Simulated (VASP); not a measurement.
Runs of VASP 6.6.1 on Si3Sn. The structure is that of space group P-4m2 (No. 115), or close to it. The cells are those of the table. 

| level | cell | k mesh | cutoff (eV) | smearing | grid for exact exchange (PRECFOCK) | screening parameter | gap on the mesh (eV) | pressure (GPa) | largest force (eV/Å) |
| --- | --- | --- | --- | --- | --- | --- | --- | --- | --- |
| r2SCAN | a = 4.098, b = 4.098, c = 5.680 Å, 4 atoms | 6 × 6 × 4 | 520 | gaussian 0.01 eV | - | - | 0.53 | -1.5 | 0.01 |
| PBE | a = 4.098, b = 4.098, c = 5.680 Å, 4 atoms | 6 × 6 × 4 | 500 | fermi-dirac 0.02 eV | - | - | 0.37 | 0.1 | 0.09 |
| HSE06 | a = 3.984, b = 3.984, c = 5.672 Å, 4 atoms | 4 × 4 × 4 | 400 | fermi-dirac 0.02 eV | Normal | 0.2079 1/Å | (a) | (b) | - |
| PBE | a = 3.984, b = 3.984, c = 5.672 Å, 4 atoms | 6 × 6 × 4 | 500 | fermi-dirac 0.02 eV | - | - | 0.14 | 4.7 | 0.09 |
| r2SCAN | a = 3.984, b = 3.984, c = 5.672 Å, 4 atoms | 6 × 6 × 4 | 520 | fermi-dirac 0.02 eV | - | - | 0.32 | 3.3 | - |

Alike in all rows: task single point; potentials or basis VASP PAW PBE potentials, release 64 (Si, Sn_d); no spin polarisation.

Question: Estimate the missing entries.

Answer: (a) 0.67; (b) 3.0.

Caveats: spin-orbit coupling is left out, which moves the levels of the heavy elements; the PAW data sets were made with another functional, which shifts forces and pressure a little (some runs).

A k mesh can miss the band edges, and the runs leave out spin-orbit coupling on Sn.
